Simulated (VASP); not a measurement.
# GeMo (P-6m2) in VASP: vibrations by perturbation theory with PBE

Aim: the vibrations by perturbation theory of GeMo with PBE.

All numbers are computed with VASP 6.6.1; they aren't measurements. Logs are shortened: lines on timing, memory, paths and dates and some standing lists are left out, and cuts for length are marked.

**1. The cell of the first run**

The structure is hexagonal, space group P-6m2 (No. 187). Conventional cell: a = 3.206 Å, b = 3.206 Å, c = 3.611 Å, α = 90.00°, β = 90.00°, γ = 120.00°. Within 3.4 Å of Ge (site symmetry -6m2) lie 6 Mo at 2.59 Å and 6 Ge at 3.21 Å. Mo (site symmetry -6m2) has 6 Ge at 2.59 Å and 6 Mo at 3.21 Å within 3.4 Å.

**2. Vibrations by perturbation theory, PBE**

INCAR

```
SYSTEM = GeMo
ALGO     = Normal         ! electronic algorithm
EDIFF    = 1E-8           ! SCF threshold, eV
ENCUT    = 520            ! plane-wave cutoff, eV
GGA      = PE             ! functional
IBRION   = 8              ! ionic algorithm
ISIF     = 2              ! what is computed and relaxed
ISMEAR   = -1             ! smearing method
LASPH    = .True.         ! aspherical terms in the spheres
LCHARG   = .False.        ! write CHGCAR
LREAL    = .False.        ! projectors in reciprocal space
LWAVE    = .False.        ! write WAVECAR
NBANDS   = 21             ! bands
NELM     = 80             ! most SCF steps
NSW      = 1              ! ionic steps
PREC     = Accurate       ! precision mode
SIGMA    = 0.15           ! smearing width, eV
```

KPOINTS

```
k-points
0
Gamma
  18 18 16
  0 0 0
```

POSCAR

```
GeMo
1.0
    3.2056217966      0.0000000000      0.0000000000
   -1.6028108983      2.7761499108      0.0000000000
    0.0000000000      0.0000000000      3.6111850603
Ge Mo
1 1
Direct
    0.6666666667      0.3333333333      0.5000000000
    0.0000000000      0.0000000000      0.0000000000
```

Potentials or basis: VASP PAW PBE potentials, release 64 (Ge_d, Mo_sv).

Launch:

```bash
cat potpaw_PBE.64/Ge_d/POTCAR potpaw_PBE.64/Mo_sv/POTCAR > POTCAR
mpirun -np 1 vasp_std > vasp.out
```

OUTCAR:

```text
SYSTEM = GeMo
   EDIFF = 1E-8
   ENCUT = 520
   GGA = PE
   IBRION = 8
   ISIF = 2
   ISMEAR = -1
   LASPH = .True.
   LREAL = .False.
   NELM = 80
   NSW = 1
   PREC = Accurate

 ion  position               nearest neighbor table
   1  0.667  0.333  0.500-   2 2.59   2 2.59   2 2.59   2 2.59   2 2.59   2 2.59
   2  0.000  0.000  0.000-   1 2.59   1 2.59   1 2.59   1 2.59   1 2.59   1 2.59

  LATTYP: Found a hexagonal cell.
 ALAT       =     3.2056217966
 C/A-ratio  =     1.1265162547

  Lattice vectors:

 A1 = (   3.2056217966,   0.0000000000,   0.0000000000)
 A2 = (  -1.6028108983,   2.7761499108,   0.0000000000)
 A3 = (   0.0000000000,   0.0000000000,   3.6111850603)

Analysis of symmetry for initial positions (statically):
=====================================================================
 Subroutine PRICEL returns:
 Original cell was already a primitive cell.

 Routine SETGRP: Setting up the symmetry group for a
 hexagonal supercell.

 Subroutine GETGRP returns: Found 12 space group operations
 (whereof 12 operations were pure point group operations)
 out of a pool of 24 trial point group operations.

The static configuration has the point symmetry D_3h.

Analysis of symmetry for dynamics (positions and initial velocities):
=====================================================================
 Subroutine PRICEL returns:
 Original cell was already a primitive cell.

 Routine SETGRP: Setting up the symmetry group for a
 hexagonal supercell.

 Subroutine GETGRP returns: Found 12 space group operations
 (whereof 12 operations were pure point group operations)
 out of a pool of 24 trial point group operations.

The dynamic configuration has the point symmetry D_3h.

 Subroutine INISYM returns: Found 12 space group operations
 (whereof 12 operations are pure point group operations),
 and found     1 'primitive' translations

----------------------------------------------------------------------------------------

                                     Primitive cell

  volume of cell :      32.1370

  direct lattice vectors                    reciprocal lattice vectors
     3.205621797  0.000000000  0.000000000     0.311951959  0.180105548  0.000000000
    -1.602810898  2.776149911  0.000000000     0.000000000  0.360211095  0.000000000
     0.000000000  0.000000000  3.611185060     0.000000000  0.000000000  0.276917406

  length of vectors
     3.205621797  3.205621797  3.611185060     0.360211095  0.360211095  0.276917406

  position of ions in fractional coordinates (direct lattice)
     0.666666667  0.333333333  0.500000000
     0.000000000  0.000000000  0.000000000

  ion indices of the primitive-cell ions
   primitive index   ion index
                 1           1
                 2           2

----------------------------------------------------------------------------------------

 KPOINTS: k-points

Automatic generation of k-mesh.
 Grid dimensions read from file:
 generate k-points for:   18   18   16

 Generating k-lattice:

  Cartesian coordinates                     Fractional coordinates (reciprocal lattice)
     0.017330664  0.010005864  0.000000000     0.055555556 -0.000000000  0.000000000
     0.000000000  0.020011728  0.000000000     0.000000000  0.055555556  0.000000000
[... 75 lines left out ...]
   IALGO  =     38    algorithm
   IMIX   =      4    mixing-type and parameters
     AMIX     =   0.40;   BMIX     =  1.00
     AMIX_MAG =   1.60;   BMIX_MAG =  1.00
  volume/ion in A,a.u.               =      16.07       108.44
  Fermi-wavevector in a.u.,A,eV,Ry     =   1.563601  2.954777 33.264166  2.444847
  Thomas-Fermi vector in A             =   2.666348
   LORBIT       =      0    0 simple, 1 ext, 2 COOP (PROOUT), +10 PAW based schemes
   GGA     = PE    functional components
   LHFCALC =     F    Hartree Fock is set to
   AEXX    =    0.0000 exact exchange contribution
   IVDW    =     0    specifies the selected vdW correction
   LEPSILON=     F    determine dielectric tensor
   LRPA    =     F    only Hartree local field effects (RPA)
 non-spin polarized calculation
  energy-cutoff  :      520.00
  volume of cell :       32.14
 maximum number of plane-waves:       882
 NGX is ok and might be reduce to    24
   NGX = 11   NGY = 11   NGZ = 13

--------------------------------------- Ionic step        1  -------------------------------------------

 number of electron      28.0000015 magnetization

 Free energy of the ion-electron system (eV)
  ---------------------------------------------------
  ext. energy  EPLUGINS =         0.00000000
  ---------------------------------------------------
  free energy    TOTEN  =       -15.58217299 eV

  energy without entropy =      -15.51178452  energy(sigma->0) =      -15.54697875

 E-fermi :   9.7730     XC(G=0): -12.6288

 val. band max:        9.7605914140   @ k =   0.4444   0.1111   0.0000
 cond. band min:       9.7750834089   @ k =   0.1667  -0.0000   0.3125
 fundamental gap:      0.0144919949
 Fermi energy:         9.7730430727

 k-point     1 :       0.0000    0.0000    0.0000
  band No.  band energies     occupation
      1     -50.9536      2.00000
      2     -25.1102      2.00000
      3     -24.8837      2.00000
      4     -24.8837      2.00000
      5     -14.3038      2.00000
      6     -14.3038      2.00000
[... 565 lines left out ...]
     20      20.6825      0.00000
     21      21.9450      0.00000

 [... further k-points ...]

------------------------ aborting loop because EDIFF is reached ----------------------------------------

  FORCE on cell =-STRESS in cart. coord.  units (eV):
  Direction    XX          YY          ZZ          XY          YZ          ZX
  --------------------------------------------------------------------------------------
  -------------------------------------------------------------------------------------
  Total        0.0639238      0.0639238      0.0781783     -0.0000000      0.0000000      0.0000000
  in kB        3.1868966      3.1868966      3.8975509     -0.0000000      0.0000000      0.0000000
  external PRESSURE =       3.4237814 kB  Pullay stress =       0.0000000 kB

 VOLUME and BASIS-vectors are now :
 -----------------------------------------------------------------------------
  energy-cutoff  :      520.00
  volume of cell :       32.14
      direct lattice vectors                 reciprocal lattice vectors
     3.205621797  0.000000000  0.000000000     0.311951959  0.180105548  0.000000000
    -1.602810898  2.776149911  0.000000000     0.000000000  0.360211095  0.000000000
     0.000000000  0.000000000  3.611185060     0.000000000  0.000000000  0.276917406

 POSITION                                       TOTAL-FORCE (eV/Angst)
 -----------------------------------------------------------------------------------
      1.60281      0.92538      1.80559         0.000000      0.000000      0.000000
      0.00000      0.00000      0.00000        -0.000000     -0.000000      0.000000
 -----------------------------------------------------------------------------------
    total drift:                                0.000000     -0.000000      0.000000

  FREE ENERGIE OF THE ION-ELECTRON SYSTEM (eV)
  ---------------------------------------------------
  free  energy   TOTEN  =       -15.5821729874 eV

  energy  without entropy=      -15.5117845191  energy(sigma->0) =      -15.54697875

[... ionic steps 2 to 3 ...]

--------------------------------------- Ionic step        4  -------------------------------------------

------------------------ aborting loop because EDIFF is reached ----------------------------------------
[... 11 lines left out ...]
[... ionic steps 8 to 8 ...]

--------------------------------------- Ionic step        9  -------------------------------------------

 Free energy of the ion-electron system (eV)
  ---------------------------------------------------
  ---------------------------------------------------
  free energy    TOTEN  =        -0.61090292 eV

  energy without entropy =       -0.61090296

------------------------ aborting loop because EDIFF is reached ----------------------------------------

 INTERNAL STRAIN TENSOR  FOR ION    2  DIRECTION 3   (eV/Angst):
 -----------------------------------------------------------------------------
    -0.02671  0.00000  0.00000
    -0.00000 -0.02671  0.00000
     0.00000 -0.00000  0.05763

 INTERNAL STRAIN TENSOR FOR ION    2 for displacements in x,y,z  (eV/Angst):
          X           Y           Z          XY          YZ          ZX
  --------------------------------------------------------------------------------
  x     0.00000     0.00000     0.00000     5.79694     0.00000     0.00000
  y     5.79694    -5.79694     0.00000     0.00000     0.00000     0.00000
  z     0.00000     0.00000     0.00000     0.00000     0.00000     0.00000

 SECOND DERIVATIVES (NOT SYMMETRIZED)
 ------------------------------------
               1X          1Y          1Z          2X          2Y          2Z
  1X    -7.439676    0.000000    0.000000    7.439676    0.000000    0.000000
  1Y     0.000000   -7.439676    0.000000    0.000000    7.439676    0.000000
  1Z     0.000000    0.000000  -13.047582    0.000000    0.000000   13.047582
  2X     7.418114    0.000000    0.000000   -7.418114    0.000000    0.000000
  2Y     0.000000    7.418114    0.000000    0.000000   -7.418114    0.000000
  2Z     0.000000    0.000000   12.995564    0.000000    0.000000  -12.995564

 Eigenvectors and eigenvalues of the dynamical matrix
 ----------------------------------------------------

   1 f  =    8.776250 THz    55.142807 2PiTHz  292.744197 cm-1    36.295638 meV
             X         Y         Z           dx          dy          dz
      1.602811  0.925383  1.805593    -0.000000   -0.000000   -0.755107
      0.000000  0.000000  0.000000    -0.000000    0.000000    0.655601
[... 21 lines left out ...]
   6 f/i=    0.008678 THz     0.054525 2PiTHz    0.289466 cm-1     0.035889 meV
             X         Y         Z           dx          dy          dz
      1.602811  0.925383  1.805593     0.000000    0.000000    0.655601
      0.000000  0.000000  0.000000     0.000000    0.000000    0.755107

--------------------------------------------------------------------------------------------------------

 ELASTIC MODULI CONTR FROM IONIC RELAXATION (kBar)
 Direction    XX          YY          ZZ          XY          YZ          ZX
 --------------------------------------------------------------------------------
 XX        -244.5955    244.5955      0.0000      0.0000      0.0000      0.0000
 YY         244.5955   -244.5955      0.0000     -0.0000      0.0000      0.0000
 ZZ           0.0000      0.0000      0.0000      0.0000      0.0000      0.0000
 XY           0.0000     -0.0000      0.0000   -244.5955      0.0000      0.0000
 YZ           0.0000      0.0000      0.0000      0.0000      0.0000      0.0000
 ZX           0.0000      0.0000      0.0000      0.0000      0.0000      0.0000
 --------------------------------------------------------------------------------
```

It took 22 min on 1 thread of Intel Xeon 6975P-C (Granite Rapids), shared host; peak memory 1.8 GiB.

What came out:

```
Highest phonon frequency at Γ : 293 cm⁻¹
```

Phonon frequencies in cm⁻¹ (negative: imaginary):
| q point | frequencies |
| --- | --- |
| (0.000, 0.000, 0.000) | 0 0 0 221 221 293 |
